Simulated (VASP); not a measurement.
# ZnO (P6_3mc) in VASP: a series of runs, part 2 of 2

VASP 6.6.1. The steps go on from the part before.

## (4) Single point, LDA (atoms displaced along a vibrational mode)

INCAR

```
ALGO = Normal ; EDIFF = 1E-6
ENCUT = 520 ; GGA = CA
ISIF = 2 ; ISMEAR = 0
LASPH = True ; LCHARG = True
LELF = True ; LREAL = False
LVHAR = True ; LWAVE = False
NBANDS = 26 ; NELM = 100
PREC = Accurate ; SIGMA = 0.01
```

KPOINTS

```
k-points
0
Gamma
  9 9 6
```

POSCAR

```
ZnO
1.0
    3.2309097002      0.0000000000      0.0000000000
   -1.6154548501      2.7980498777      0.0000000000
    0.0000000000      0.0000000000      5.2156080707
Zn O
2 2
Direct
    0.3333333333      0.6666666667     -0.0166290136
    0.6666666667      0.3333333333      0.4833709864
    0.3333333333      0.6666666667      0.3986290136
    0.6666666667      0.3333333333      0.8986290136
```

Potentials or basis: VASP PAW LDA potentials, release 64 (Zn, O).

Launch:

```bash
cat potpaw_LDA.64/Zn/POTCAR potpaw_LDA.64/O/POTCAR > POTCAR
mpirun -np 1 vasp_std > vasp.out
```

OUTCAR:

```text
EDIFF = 1E-6
   ENCUT = 520
   GGA = CA
   ISIF = 2
   ISMEAR = 0
   LASPH = True
   LREAL = False
   NELM = 100
   PREC = Accurate

 ion  position               nearest neighbor table
   1  0.333  0.667  0.983-   4 1.92   4 1.92   4 1.92   3 2.17
   2  0.667  0.333  0.483-   3 1.92   3 1.92   3 1.92   4 2.17
   3  0.333  0.667  0.399-   2 1.92   2 1.92   2 1.92   1 2.17
   4  0.667  0.333  0.899-   1 1.92   1 1.92   1 1.92   2 2.17

  LATTYP: Found a hexagonal cell.
[... 896 lines left out ...]
  FORCE on cell =-STRESS in cart. coord.  units (eV):
  Direction    XX          YY          ZZ          XY          YZ          ZX
  --------------------------------------------------------------------------------------
  -------------------------------------------------------------------------------------
  Total        0.1760360      0.1760360     -2.7555147      0.0000000     -0.0000000     -0.0000000
  in kB        5.9817311      5.9817311    -93.6328186      0.0000000     -0.0000000     -0.0000000
  external PRESSURE =     -27.2231188 kB  Pullay stress =       0.0000000 kB

 VOLUME and BASIS-vectors are now :
 -----------------------------------------------------------------------------
  energy-cutoff  :      520.00
  volume of cell :       47.15
      direct lattice vectors                 reciprocal lattice vectors
     3.230909700  0.000000000  0.000000000     0.309510352  0.178695885  0.000000000
    -1.615454850  2.798049878  0.000000000     0.000000000  0.357391771  0.000000000
     0.000000000  0.000000000  5.215608071     0.000000000  0.000000000  0.191732198

 POSITION                                       TOTAL-FORCE (eV/Angst)
 -----------------------------------------------------------------------------------
     -0.00000      1.86537      5.12888         0.000000      0.000000      0.618206
      1.61545      0.93268      2.52107         0.000000     -0.000000      0.618206
     -0.00000      1.86537      2.07909        -0.000000     -0.000000     -0.618206
      1.61545      0.93268      4.68690         0.000000      0.000000     -0.618206
 -----------------------------------------------------------------------------------
    total drift:                               -0.000001     -0.000001     -0.003117

  FREE ENERGIE OF THE ION-ELECTRON SYSTEM (eV)
  ---------------------------------------------------
  free  energy   TOTEN  =       -20.9873094529 eV

  energy  without entropy=      -20.9873094529  energy(sigma->0) =      -20.98730945
```

OSZICAR:

```text
N       E                     dE             d eps       ncg     rms          rms(c)
DAV:   1     0.296982695447E+03    0.29698E+03   -0.18324E+04  2544   0.204E+03
DAV:   2     0.765031272749E+01   -0.28933E+03   -0.27060E+03  2666   0.418E+02
DAV:   3    -0.235024215361E+02   -0.31153E+02   -0.30754E+02  2750   0.140E+02
DAV:   4    -0.241120305476E+02   -0.60961E+00   -0.60822E+00  2732   0.199E+01
DAV:   5    -0.241151535983E+02   -0.31231E-02   -0.31228E-02  2682   0.149E+00    0.152E+01
DAV:   6    -0.208865057132E+02    0.32286E+01   -0.63126E+00  3986   0.628E+01    0.959E+00
DAV:   7    -0.210554972627E+02   -0.16899E+00   -0.28265E+00  2560   0.169E+01    0.567E+00
DAV:   8    -0.210394958996E+02    0.16001E-01   -0.59316E-01  3252   0.710E+00    0.172E+00
DAV:   9    -0.209854424391E+02    0.54053E-01   -0.10871E-01  3596   0.653E+00    0.354E-01
DAV:  10    -0.209873294014E+02   -0.18870E-02   -0.35862E-02  2540   0.134E+00    0.827E-02
DAV:  11    -0.209873182028E+02    0.11199E-04   -0.46939E-04  2916   0.434E-01    0.276E-02
DAV:  12    -0.209873090257E+02    0.91772E-05   -0.10389E-04  3204   0.321E-01    0.703E-03
DAV:  13    -0.209873107459E+02   -0.17202E-05   -0.12393E-05  3692   0.597E-02    0.992E-03
DAV:  14    -0.209873094270E+02    0.13189E-05   -0.43958E-06  2428   0.179E-02    0.143E-03
DAV:  15    -0.209873094529E+02   -0.25886E-07   -0.20288E-07  1262   0.463E-03
   1 F= -.20987309E+02 E0= -.20987309E+02  d E =-.102191E-77
```

It took 52 s on 1 thread of AMD EPYC 7R13 (Zen 3), shared host; peak memory 0.14 GiB.

Results:

- Free energy: -20.9873 eV
- Pressure: -2.7 GPa
- Largest force: 0.618 eV/Å
- Band gap on the k mesh: 0.79 eV

Forces in eV/Å, atoms in the order of the input:
```
Zn   0.000  0.000  0.618
Zn   0.000  0.000  0.618
O    0.000  0.000 -0.618
O    0.000  0.000 -0.618
```

Stress tensor (GPa, compression positive):
```
 0.60  0.00  0.00
 0.00  0.60  0.00
 0.00  0.00 -9.36
```

Levels at points of the mesh, in eV from the valence-band top:
| k point | band 14 | band 15 | band 16 | band 17 | band 18 | band 19 | band 20 | band 21 | band 22 | band 23 |
| --- | --- | --- | --- | --- | --- | --- | --- | --- | --- | --- |
| (0.00, 0.00, 0.00) | -0.55 | -0.55 | -0.48 | 0.00 | 0.00 | 0.79 | 4.91 | 7.90 | 12.64 | 12.64 |
| (0.00, 0.00, 0.50) | -2.43 | -0.27 | -0.27 | -0.27 | -0.27 | 3.35 | 3.35 | 9.62 | 9.62 | 12.91 |

Caveat: the cell differs from its parent crystal (atoms displaced along a vibrational mode).

## (5) Single point, LDA (atoms displaced along a vibrational mode)

INCAR

```
SYSTEM = ZnO
PREC = Accurate
ENCUT = 520
EDIFF = 1E-6
ISMEAR = 0
SIGMA = 0.01
LREAL = .False.
LASPH = .True.
NELM = 80
ALGO = Normal
ISIF = 2
LWAVE = .False.
LCHARG = .False.
NBANDS = 26
```

KPOINTS

```
Automatic mesh
0
Gamma
  9 9 6
  0 0 0
```

POSCAR

```
ZnO
1.0
    3.2309097002      0.0000000000      0.0000000000
   -1.6154548501      2.7980498777      0.0000000000
    0.0000000000      0.0000000000      5.2156080707
Zn O
2 2
Direct
    0.3333333333      0.6666666667     -0.0257085107
    0.6666666667      0.3333333333      0.4742914893
    0.3333333333      0.6666666667      0.4077085107
    0.6666666667      0.3333333333      0.9077085107
```

Potentials or basis: VASP PAW LDA potentials, release 64 (Zn, O).

Launch:

```bash
cat potpaw_LDA.64/Zn/POTCAR potpaw_LDA.64/O/POTCAR > POTCAR
mpirun -np 1 vasp_std > vasp.out
```

OUTCAR:

```text
SYSTEM = ZnO
   PREC = Accurate
   ENCUT = 520
   EDIFF = 1E-6
   ISMEAR = 0
   LREAL = .False.
   LASPH = .True.
   NELM = 80
   ISIF = 2

 ion  position               nearest neighbor table
   1  0.333  0.667  0.974-   4 1.90   4 1.90   4 1.90   3 2.26
   2  0.667  0.333  0.474-   3 1.90   3 1.90   3 1.90   4 2.26
   3  0.333  0.667  0.408-   2 1.90   2 1.90   2 1.90   1 2.26
   4  0.667  0.333  0.908-   1 1.90   1 1.90   1 1.90   2 2.26

  LATTYP: Found a hexagonal cell.
 ALAT       =     3.2309097002
 C/A-ratio  =     1.6142846921

[... 895 lines left out ...]
  --------------------------------------------------------------------------------------
  -------------------------------------------------------------------------------------
  Total        0.8952498      0.8952498     -2.6896022      0.0000000      0.0000000     -0.0000000
  in kB       30.4207271     30.4207271    -91.3931006      0.0000000      0.0000000     -0.0000000
  external PRESSURE =     -10.1838822 kB  Pullay stress =       0.0000000 kB

 VOLUME and BASIS-vectors are now :
 -----------------------------------------------------------------------------
  energy-cutoff  :      520.00
  volume of cell :       47.15
      direct lattice vectors                 reciprocal lattice vectors
     3.230909700  0.000000000  0.000000000     0.309510352  0.178695885  0.000000000
    -1.615454850  2.798049878  0.000000000     0.000000000  0.357391771  0.000000000
     0.000000000  0.000000000  5.215608071     0.000000000  0.000000000  0.191732198

 POSITION                                       TOTAL-FORCE (eV/Angst)
 -----------------------------------------------------------------------------------
     -0.00000      1.86537      5.08152         0.000000      0.000000      0.630034
      1.61545      0.93268      2.47372         0.000000      0.000000      0.630034
     -0.00000      1.86537      2.12645        -0.000000      0.000000     -0.630034
      1.61545      0.93268      4.73425         0.000000     -0.000000     -0.630034
 -----------------------------------------------------------------------------------
    total drift:                               -0.000002     -0.000003     -0.001825

  FREE ENERGIE OF THE ION-ELECTRON SYSTEM (eV)
  ---------------------------------------------------
  free  energy   TOTEN  =       -20.8668197712 eV

  energy  without entropy=      -20.8668197712  energy(sigma->0) =      -20.86681977
```

It took 49 s on 1 thread of AMD EPYC 7R13 (Zen 3), shared host; peak memory 0.14 GiB.

What came out:

- Free energy: -20.8668 eV
- Pressure: -1.0 GPa
- Largest force: 0.630 eV/Å
- Band gap on the k mesh: 0.83 eV

Forces on the atoms (eV/Å):
```
Zn   0.000  0.000  0.630
Zn   0.000  0.000  0.630
O    0.000  0.000 -0.630
O    0.000  0.000 -0.630
```

Caveat: the cell differs from its parent crystal (atoms displaced along a vibrational mode).

## (6) Overview

| cell | gap on the mesh (eV) | pressure (GPa) | largest force (eV/Å) |
| --- | --- | --- | --- |
| as given, atomic positions A | 0.75 | -4.8 | - |
| as given, atomic positions B | 0.76 | -4.1 | 0.44 |
| as given, atomic positions C | 0.79 | -2.7 | 0.62 |
| as given, atomic positions D | 0.83 | -1.0 | 0.63 |

Alike in all rows: task single point; level LDA; potentials or basis VASP PAW LDA potentials, release 64 (Zn, O); no spin polarisation; k mesh 9 × 9 × 6; cutoff (eV) 520; smearing gaussian 0.01 eV.

Caveats: the cell stands under tension (at least some runs).

Total energies depend on the potentials used, so only differences within one code and one set of settings carry meaning.
